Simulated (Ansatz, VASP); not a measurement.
**Two plane-wave programs on NaFe2P2**

File POSCAR:

```
NaFe2P2
1.0
    1.9568660000      3.3893910000      0.0000000000
   -1.9568660000      3.3893910000      0.0000000000
    0.0000000000      0.0000000000      6.6256260000
Fe P Na
2 2 1
Direct
    0.3333000000      0.3334000000      0.6318000000
    0.6667000000      0.6666000000      0.3682000000
    0.3333000000      0.3334000000      0.2606000000
    0.6667000000      0.6666000000      0.7394000000
    0.0000000000      0.0000000000      0.0000000000
```

INCAR.step1

```
SYSTEM = NaFe2P2
PREC = Accurate
ENCUT = 520
ISMEAR = -1
SIGMA = 0.1472
LREAL = .FALSE.
LASPH = .TRUE.
NELM = 100
NBANDS = 24
GGA = PE
ALGO = Normal
EDIFF = 1E-4
LWAVE = .TRUE.
LCHARG = .FALSE.
```

INCAR.step2

```
SYSTEM = NaFe2P2
PREC = Accurate
ENCUT = 520
EDIFF = 1E-6
ISMEAR = -1
SIGMA = 0.1472
LREAL = .FALSE.
LASPH = .TRUE.
NELM = 100
ALGO = Normal
ISIF = 2
LWAVE = .FALSE.
LCHARG = .TRUE.
METAGGA = R2SCAN
LMIXTAU = .TRUE.
LELF = .TRUE.
LVHAR = .TRUE.
NBANDS = 24
ISTART = 1
```

File KPOINTS:

```
Automatic mesh
0
G
  10 10 5
  0 0 0
```

Input for Ansatz:

```yaml
crystal:
  lattice:
    - [1.956866, 3.389391, 0.0]
    - [-1.956866, 3.389391, 0.0]
    - [0.0, 0.0, 6.625626]
  atoms:
    - { symbol: Fe, position: [0.3333, 0.3334, 0.6318] }
    - { symbol: Fe, position: [0.6667, 0.6666, 0.3682] }
    - { symbol: P, position: [0.3333, 0.3334, 0.2606] }
    - { symbol: P, position: [0.6667, 0.6666, 0.7394] }
    - { symbol: Na, position: [0.0, 0.0, 0.0] }
  symmetry: { tolerance: 0.0003 }
kpoints:
  mp_grid: { grid: [10, 10, 5], shift: [0, 0, 0] }
  band_path:
    path:
      - [0.0, 0.0, 0.0]
      - [0.49999999, 0.5, 0.0]
      - [0.33333333, 0.66666668, 0.0]
      - [0.0, 0.0, 0.0]
      - [0.0, 0.0, 0.5]
      - [0.49999999, 0.5, 0.5]
      - [0.33333333, 0.66666668, 0.5]
      - [0.0, 0.0, 0.5]
      - [0.49999999, 0.5, 0.5]
      - [0.49999999, 0.5, 0.0]
      - [0.33333333, 0.66666668, 0.5]
    npoints: 6
magnetization:
  spin_polarized: false
scf:
  occupations: { method: fermi_dirac, width: 0.1472 }
  lower_state_search: "off"
  max_iter: 200
hamiltonian:
  pseudopotentials: { kind: paw }
  xc: r2scan
basis:
  ecutwfc: 500
  fft_grid_basis: typed
output:
  forces: true
  stress: true
  eigenvalues: true
  bader: true
  populations: true
  elf: true
  write_potential: true
  volumetric_format: npy
  dos:
    e_range: [-12, 8]
    de: 0.05
    projected: { site_lists: { Fe: [Fe], Na: [Na], P: [P] } }
checkpoint:
  read: saved_state
```

Alike in both runs: task single point; functional r2SCAN; k mesh 10 × 10 × 5; occupations fermi-dirac, width 0.1472 eV; no spin polarisation.

|  | VASP | Ansatz |
| --- | --- | --- |
| version | VASP 6.6.1 | Ansatz 0.2.0 |
| potentials or method | VASP PAW PBE potentials, release 64 (Fe, P, Na_pv), cutoff 520 eV | PAW plane waves |
| valence electrons in the cell | 33 | 51 |

```tsv
	VASP	Ansatz	Ansatz less VASP
pressure (GPa)	-17.1	-17.0	+0.06
traceless stress, the component that is largest in VASP (GPa)	2.61	2.62	+0.013
rms of the force components (eV/Å)	1.143	1.149	+0.0054
```

VASP's potentials were made for PBE, not for r2SCAN. Atom by atom the forces differ by 0.011 eV/Å (rms over components). VASP's potentials hold 33 valence electrons a cell and Ansatz's 51, so a difference there can come from the potentials and not from the codes. Ansatz's warnings: structure snapped to symmetry.
